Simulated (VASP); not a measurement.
# Ca (Fd-3m) in VASP: a series of runs

The runs below take Ca through single point, relaxation of cell and atoms, with PBE.

Program: VASP 6.6.1. These are calculated values, not measurements. Logs are shortened: lines on timing, memory, paths and dates and some standing lists are left out, and cuts for length are marked.

### 1 The cell of the first run

Symmetry: Fd-3m, No. 227, cubic system. The conventional cell has a = 8.604 Å, b = 8.604 Å, c = 8.604 Å, α = 90.00°, β = 90.00°, γ = 90.00°. Ca (site symmetry -43m) has 4 Ca at 3.73 Å within 4.9 Å.

This isn't the form of Ca at room conditions, which is fcc.

### 2 Single point, PBE

INCAR reads:

```
  ALGO = Normal
  EDIFF = 1E-7
  ENCUT = 520
  GGA = PE
  ISIF = 2
  ISMEAR = -1
  LASPH = True
  LCHARG = False
  LREAL = False
  LWAVE = False
  NBANDS = 17
  NELM = 60
  PREC = Accurate
  SIGMA = 0.05
```

KPOINTS reads:

```
k-points
0
Gamma
  11 11 11
```

POSCAR reads:

```
Ca
1.0
    0.0000000000      4.3020958146      4.3020958146
    4.3020958146      0.0000000000      4.3020958146
    4.3020958146      4.3020958146      0.0000000000
Ca
2
Direct
    0.0000000000      0.0000000000      0.0000000000
    0.2500000000      0.2500000000      0.2500000000
```

Potentials or basis: VASP PAW PBE potentials, release 64 (Ca_sv).

Run with:

```bash
$ cat potpaw_PBE.64/Ca_sv/POTCAR > POTCAR
$ mpirun -np 1 vasp_std > vasp.out
```

OUTCAR:

```text
EDIFF = 1E-7
   ENCUT = 520
   GGA = PE
   ISIF = 2
   ISMEAR = -1
   LASPH = True
   LREAL = False
   NELM = 60
   PREC = Accurate

 ion  position               nearest neighbor table
   1  0.000  0.000  0.000-
   2  0.250  0.250  0.250-

  LATTYP: Found a face centered cubic cell.
 ALAT       =     8.6041916292

  Lattice vectors:

 A1 = (   0.0000000000,   4.3020958146,   4.3020958146)
 A2 = (   4.3020958146,   0.0000000000,   4.3020958146)
 A3 = (   4.3020958146,   4.3020958146,   0.0000000000)

Analysis of symmetry for initial positions (statically):
=====================================================================
 Subroutine PRICEL returns:
 Original cell was already a primitive cell.

 Routine SETGRP: Setting up the symmetry group for a
 face centered cubic supercell.

 Subroutine GETGRP returns: Found 48 space group operations
 (whereof 24 operations were pure point group operations)
 out of a pool of 48 trial point group operations.

The static configuration has the point symmetry T_d .
 The point group associated with its full space group is O_h .

Analysis of symmetry for dynamics (positions and initial velocities):
=====================================================================
 Subroutine PRICEL returns:
 Original cell was already a primitive cell.

 Routine SETGRP: Setting up the symmetry group for a
 face centered cubic supercell.

 Subroutine GETGRP returns: Found 48 space group operations
 (whereof 24 operations were pure point group operations)
 out of a pool of 48 trial point group operations.

The dynamic configuration has the point symmetry T_d .
 The point group associated with its full space group is O_h .

 Subroutine INISYM returns: Found 48 space group operations
 (whereof 24 operations are pure point group operations),
 and found     1 'primitive' translations

----------------------------------------------------------------------------------------

                                     Primitive cell

  volume of cell :     159.2466

  direct lattice vectors                    reciprocal lattice vectors
     0.000000000  4.302095815  4.302095815    -0.116222423  0.116222423  0.116222423
     4.302095815  0.000000000  4.302095815     0.116222423 -0.116222423  0.116222423
     4.302095815  4.302095815  0.000000000     0.116222423  0.116222423 -0.116222423

  length of vectors
     6.084082248  6.084082248  6.084082248     0.201303142  0.201303142  0.201303142

  position of ions in fractional coordinates (direct lattice)
     0.000000000  0.000000000  0.000000000
     0.250000000  0.250000000  0.250000000

  ion indices of the primitive-cell ions
   primitive index   ion index
                 1           1
                 2           2

----------------------------------------------------------------------------------------

 KPOINTS: k-points

Automatic generation of k-mesh.
 Grid dimensions read from file:
 generate k-points for:   11   11   11

 Generating k-lattice:

  Cartesian coordinates                     Fractional coordinates (reciprocal lattice)
    -0.010565675  0.010565675  0.010565675     0.090909091  0.000000000  0.000000000
     0.010565675 -0.010565675  0.010565675     0.000000000  0.090909091  0.000000000
     0.010565675  0.010565675 -0.010565675     0.000000000  0.000000000  0.090909091

  Length of vectors
     0.018300286  0.018300286  0.018300286

  Shift w.r.t. Gamma in fractional coordinates (k-lattice)
     0.000000000  0.000000000  0.000000000

 Subroutine IBZKPT returns following result:
 ===========================================

 Found     56 irreducible k-points:

 Following reciprocal coordinates:
            Coordinates               Weight
  0.000000  0.000000  0.000000      1.000000
  0.090909  0.000000  0.000000      8.000000
  0.181818  0.000000  0.000000      8.000000
  0.272727  0.000000  0.000000      8.000000
  0.363636  0.000000  0.000000      8.000000
  0.454545  0.000000  0.000000      8.000000
[... 16 lines left out ...]
 -0.272727  0.181818  0.000000     24.000000
 -0.181818  0.181818  0.000000     12.000000
 [... further k-points ...]
   k-points           NKPTS =     56   k-points in BZ     NKDIM =     56   number of bands    NBANDS=     17
   number of dos      NEDOS =    301   number of ions     NIONS =      2
   total plane-waves  NPLWV = 110592
   dimension x,y,z NGX =    48 NGY =   48 NGZ =   48
   dimension x,y,z NGXF=    96 NGYF=   96 NGZF=   96
   ions per type =               2
   NGX,Y,Z   is equivalent  to a cutoff of  13.12, 13.12, 13.12 a.u.
   NGXF,Y,Z  is equivalent  to a cutoff of  26.23, 26.23, 26.23 a.u.
 SYSTEM =  unknown system
   PREC   = accura    normal or accurate (medium, high low for compatibility)
   ISTART =      0    job   : 0-new  1-cont  2-samecut
   ICHARG =      2    charge: 1-file 2-atom 10-const
   ISPIN  =      1    spin polarized calculation?
   LNONCOLLINEAR =      F non collinear calculations
   LSORBIT =      F    spin-orbit coupling
   LASPH  =      T    aspherical Exc in radial PAW
   ENCUT  =  520.0 eV  38.22 Ry    6.18 a.u.  11.31 11.31 11.31*2*pi/ulx,y,z
   NELM   =     60;   NELMIN=  2; NELMDL= -5     # of ELM steps
   EDIFF  = 0.1E-06   stopping-criterion for ELM
   LREAL  =      F    real-space projection
   EDIFFG = 0.1E-05   stopping-criterion for IOM
   NSW    =      0    number of steps for IOM
   IBRION =     -1    ionic relax: 0-MD 1-quasi-New 2-CG
   NFREE  =      0    steps in history (QN), initial steepest desc. (CG)
   ISIF   =      2    stress and relaxation
   ISYM   =      2    0-nonsym 1-usesym 2-fastsym
   POTIM  = 0.5000    time-step for ionic-motion
   TEBEG  =    0.0;   TEEND  =   0.0 temperature during run
   PSTRESS=    0.0 pullay stress
   NELECT =      20.0000    total number of electrons
   NUPDOWN=      -1.0000    fix difference up-down
   EMIN   =  10.00;   EMAX   =-10.00  energy-range for DOS
   EFERMI =   0.00;   METHOD = LEGACY
   ISMEAR =    -1;   SIGMA  =   0.05  broadening in eV -4-tet -1-fermi 0-gaus
   EFERMI_NEDOS =   21; number of points for ismear=-14 and -15
   IALGO  =     38    algorithm
   IMIX   =      4    mixing-type and parameters
     AMIX     =   0.40;   BMIX     =  1.00
     AMIX_MAG =   1.60;   BMIX_MAG =  1.00
  volume/ion in A,a.u.               =      79.62       537.32
  Fermi-wavevector in a.u.,A,eV,Ry     =   0.819838  1.549269  9.144945  0.672134
  Thomas-Fermi vector in A             =   1.930714
   LORBIT       =      0    0 simple, 1 ext, 2 COOP (PROOUT), +10 PAW based schemes
   GGA     = PE    functional components
   LHFCALC =     F    Hartree Fock is set to
   AEXX    =    0.0000 exact exchange contribution
   IVDW    =     0    specifies the selected vdW correction
   LEPSILON=     F    determine dielectric tensor
   LRPA    =     F    only Hartree local field effects (RPA)
 non-spin polarized calculation
  energy-cutoff  :      520.00
  volume of cell :      159.25
 maximum number of plane-waves:      4312
 NGX is ok and might be reduce to    48
   NGX = 23   NGY = 23   NGZ = 23

 number of electron      19.9999999 magnetization

 Free energy of the ion-electron system (eV)
  ---------------------------------------------------
  ext. energy  EPLUGINS =         0.00000000
  ---------------------------------------------------
  free energy    TOTEN  =        -1.78418844 eV

  energy without entropy =       -1.75560040  energy(sigma->0) =       -1.76989442

 E-fermi :  -0.0629     XC(G=0):  -5.8155

 val. band max:       -0.0765317748   @ k =  -0.3636   0.4545   0.1818
 cond. band min:      -0.0406940531   @ k =  -0.2727   0.2727   0.0000
 fundamental gap:      0.0358377218
 Fermi energy:        -0.0628673322

 k-point     1 :       0.0000    0.0000    0.0000
  band No.  band energies     occupation
      1     -43.2687      2.00000
      2     -43.2524      2.00000
      3     -24.2487      2.00000
      4     -24.2487      2.00000
      5     -24.2487      2.00000
      6     -24.1893      2.00000
[... 9 lines left out ...]
     16       1.3152      0.00000
     17       1.3152      0.00000

 k-point     2 :       0.0909    0.0000    0.0000
  band No.  band energies     occupation
      1     -43.2685      2.00000
      2     -43.2526      2.00000
      3     -24.2492      2.00000
      4     -24.2492      2.00000
      5     -24.2485      2.00000
      6     -24.1896      2.00000
[... 9 lines left out ...]
     16       1.3182      0.00000
     17       1.3182      0.00000

 k-point     3 :       0.1818    0.0000    0.0000
  band No.  band energies     occupation
      1     -43.2678      2.00000
      2     -43.2533      2.00000
      3     -24.2504      2.00000
      4     -24.2504      2.00000
      5     -24.2477      2.00000
      6     -24.1905      2.00000
[... 9 lines left out ...]
     16       1.3396      0.00000
     17       1.3396      0.00000

 k-point     4 :       0.2727    0.0000    0.0000
  band No.  band energies     occupation
      1     -43.2667      2.00000
      2     -43.2544      2.00000
      3     -24.2519      2.00000
      4     -24.2519      2.00000
      5     -24.2466      2.00000
      6     -24.1918      2.00000
[... 9 lines left out ...]
     16       1.4057      0.00000
     17       1.4057      0.00000
[... 343 lines left out ...]
      1     -43.2642      2.00000
      2     -43.2570      2.00000
      3     -24.2582      2.00000
      4     -24.2548      2.00000
      5     -24.2381      2.00000
      6     -24.2005      2.00000
[... 9 lines left out ...]
     16       1.5009      0.00000
     17       1.7379      0.00000

 k-point    23 :      -0.2727    0.1818    0.0000
  band No.  band energies     occupation
      1     -43.2652      2.00000
      2     -43.2559      2.00000
      3     -24.2571      2.00000
      4     -24.2534      2.00000
      5     -24.2405      2.00000
      6     -24.1980      2.00000
[... 9 lines left out ...]
     16       1.4095      0.00000
     17       1.6312      0.00000

 k-point    24 :      -0.1818    0.1818    0.0000
  band No.  band energies     occupation
      1     -43.2663      2.00000
      2     -43.2548      2.00000
      3     -24.2551      2.00000
      4     -24.2519      2.00000
      5     -24.2434      2.00000
      6     -24.1950      2.00000
[... 9 lines left out ...]
     16       1.3601      0.00000
     17       1.4797      0.00000

 [... further k-points ...]
[... 5 lines left out ...]
  --------------------------------------------------------------------------------------
  -------------------------------------------------------------------------------------
  Total        0.0135880      0.0135880      0.0135880      0.0000000      0.0000000      0.0000000
  in kB        0.1367090      0.1367090      0.1367090      0.0000000      0.0000000      0.0000000
  external PRESSURE =       0.1367090 kB  Pullay stress =       0.0000000 kB

 VOLUME and BASIS-vectors are now :
 -----------------------------------------------------------------------------
  energy-cutoff  :      520.00
  volume of cell :      159.25
      direct lattice vectors                 reciprocal lattice vectors
     0.000000000  4.302095815  4.302095815    -0.116222423  0.116222423  0.116222423
     4.302095815  0.000000000  4.302095815     0.116222423 -0.116222423  0.116222423
     4.302095815  4.302095815  0.000000000     0.116222423  0.116222423 -0.116222423

 POSITION                                       TOTAL-FORCE (eV/Angst)
 -----------------------------------------------------------------------------------
      0.00000      0.00000      0.00000        -0.000000     -0.000000     -0.000000
      2.15105      2.15105      2.15105         0.000000      0.000000      0.000000
 -----------------------------------------------------------------------------------
    total drift:                               -0.000000     -0.000000     -0.000000

  FREE ENERGIE OF THE ION-ELECTRON SYSTEM (eV)
  ---------------------------------------------------
  free  energy   TOTEN  =        -1.7841884379 eV

  energy  without entropy=       -1.7556003950  energy(sigma->0) =       -1.76989442
```

Run time: 2.3 min. Hardware: 1 thread of Intel Xeon Platinum 8559C (Emerald Rapids), shared host; peak memory 0.36 GiB.

What came out:

```yaml
Free_energy: -1.7842 eV
Pressure: 0.0 GPa
Band_gap_on_the_k_mesh: zero (bands 10 and 11 overlap by 0.78 eV)
```

### 3 Relaxation of cell and atoms, PBE

This run uses another cell than the first one, of 33.37 Å³/atom.

INCAR reads:

```
SYSTEM = Ca
ALGO = Normal
EDIFF = 1E-7
EDIFFG = -0.005
ENCUT = 600
GGA = PE
IBRION = 2
ISIF = 3
ISMEAR = -1
LASPH = .TRUE.
LCHARG = .FALSE.
LREAL = .FALSE.
LWAVE = .FALSE.
NELM = 60
NSW = 100
PREC = Accurate
SIGMA = 0.05
```

KPOINTS reads:

```
k-points
0
G
  11 11 11
  0 0 0
```

POSCAR reads:

```
Ca
1.0
    0.0000000000      3.2195088072      3.2195088072
    3.2195088072      0.0000000000      3.2195088072
    3.2195088072      3.2195088072      0.0000000000
Ca
2
Direct
    0.0000000000      0.0000000000      0.0000000000
    0.2500000000      0.2500000000      0.2500000000
```

Potentials or basis: VASP PAW PBE potentials, release 64 (Ca_sv).

Run with:

```bash
$ cat potpaw_PBE.64/Ca_sv/POTCAR > POTCAR
$ mpirun -np 1 vasp_std > vasp.out
```

Wall time 6.8 min (1 thread of Intel Xeon Platinum 8559C (Emerald Rapids), shared host); peak memory 0.24 GiB.

The run converged. Its results:

```
Free energy                           : -1.7638 eV
Relaxed volume                        : 78.58 Å³/atom
Relaxed cell                          : a = 6.058 Å, b = 6.058 Å, c = 6.058 Å, α = 60.00°, β = 60.00°, γ = 60.00°
Space group after relaxing (to 0.1 Å) : Fd-3m (No. 227)
Energy gained by relaxing             : 653.1 meV/atom
Ionic steps                           : 19
Pressure after relaxing               : 0.0 GPa
Band gap on the k mesh                : zero (bands 10 and 11 overlap by 0.79 eV)
```

The path:
```tsv
step	energy change (eV)	largest force (eV/Å)	pressure (GPa)	volume (Å³)
1	0.0000	0.0000	5.76	66.74
2	-0.4041	0.0000	4.72	79.02
3	-1.1838	0.0000	1.32	124.69
4	-0.8219	0.0000	-1.08	262.77
5	-1.2978	0.0000	-0.26	167.41
6	-1.3062	0.0000	-0.01	157.84
7	-1.3059	0.0000	0.06	155.49
8	-1.3059	0.0000	0.05	155.51
9	-1.3059	0.0000	0.05	155.59
10	-1.3059	0.0000	0.05	155.60
11	-1.3059	0.0000	0.06	155.60
12	-1.3059	0.0000	0.06	155.61
13	-1.3059	0.0000	0.05	155.62
14	-1.3059	0.0000	0.05	155.64
15	-1.3060	0.0000	0.05	155.69
16	-1.3060	0.0000	0.05	155.79
17	-1.3060	0.0000	0.04	155.99
18	-1.3061	0.0000	0.03	156.38
19	-1.3062	0.0000	0.01	157.17
```

Final structure:
```xyz
2
Lattice="0.0000 4.2833 4.2833 4.2833 0.0000 4.2833 4.2833 4.2833 0.0000" Properties=species:S:1:pos:R:3 pbc="T T T"
Ca    0.0000    0.0000    0.0000
Ca    2.1417    2.1417    2.1417
```

Levels at points of the mesh, in eV from the Fermi level:
| k point | band 7 | band 8 | band 9 | band 10 | band 11 | band 12 | band 13 | band 14 |
| --- | --- | --- | --- | --- | --- | --- | --- | --- |
| (0.00, 0.00, 0.00) | -24.11 | -24.11 | -3.01 | 0.61 | 0.61 | 0.61 | 0.84 | 0.84 |

Caveat: the volume moved by over 15 % at a fixed basis, so the end points are rough.
